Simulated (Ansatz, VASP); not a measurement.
## Two plane-wave programs on NaCl

File INCAR:

```
  PREC = Accurate
  ENCUT = 600
  EDIFF = 1E-6
  ISMEAR = -1
  SIGMA = 0.02
  LREAL = False
  LASPH = True
  NELM = 100
  ALGO = Normal
  ISIF = 3
  LWAVE = False
  LCHARG = False
  GGA = PE
  IBRION = 2
  NSW = 80
  EDIFFG = -0.01
```

KPOINTS

```
Automatic mesh
0
Gamma
  8 8 8
```

POSCAR

```
NaCl
1.0
    0.0000000000      2.8100000000      2.8100000000
    2.8100000000      0.0000000000      2.8100000000
    2.8100000000      2.8100000000      0.0000000000
Na Cl
1 1
Direct
    0.0000000000      0.0000000000      0.0000000000
    0.5000000000      0.5000000000      0.5000000000
```

Input for Ansatz:

```yaml
crystal:
  lattice:
    - [0.0, 2.81, 2.81]
    - [2.81, 0.0, 2.81]
    - [2.81, 2.81, 0.0]
  atoms:
    - { symbol: Na, position: [0.0, 0.0, 0.0] }
    - { symbol: Cl, position: [0.5, 0.5, 0.5] }
  symmetry: { tolerance: 0.0003 }
hamiltonian:
  xc: pbe
  pseudopotentials: { kind: paw, azcp: { folder: soft_1 } }
basis:
  ecutwfc: 420
magnetization:
  spin_polarized: false
scf:
  occupations: { method: fermi_dirac, width: 0.02 }
kpoints:
  mp_grid: { grid: [8, 8, 8], shift: [0, 0, 0] }
output:
  forces: true
  stress: true
  eigenvalues: true
relax:
  max_steps: 60
  cell: {}
```

Alike in both runs: task relaxation of cell and atoms; functional PBE; k mesh 8 × 8 × 8; occupations fermi-dirac, width 0.02 eV; no spin polarisation.

```csv
,VASP,Ansatz
version,VASP 6.6.1,Ansatz 0.2.0
potentials or method,"VASP PAW PBE potentials, release 64 (Na_pv, Cl), cutoff 600 eV",PAW plane waves
valence electrons in the cell,14,16
```

|  | VASP | Ansatz | Ansatz less VASP |
| --- | --- | --- | --- |
| gap on the k mesh at the Fermi level, each at its own relaxed structure (eV) | 4.99 | 5.00 | +0.010 |
| relaxed volume (Å³/atom) | 23.14 | 23.08 | -0.059 |
| relaxed cell length with the largest relative difference (Å) | 4.030 | 4.026 | -0.0034 |

VASP's potentials hold 14 valence electrons a cell and Ansatz's 16, so a difference there can come from the potentials and not from the codes.
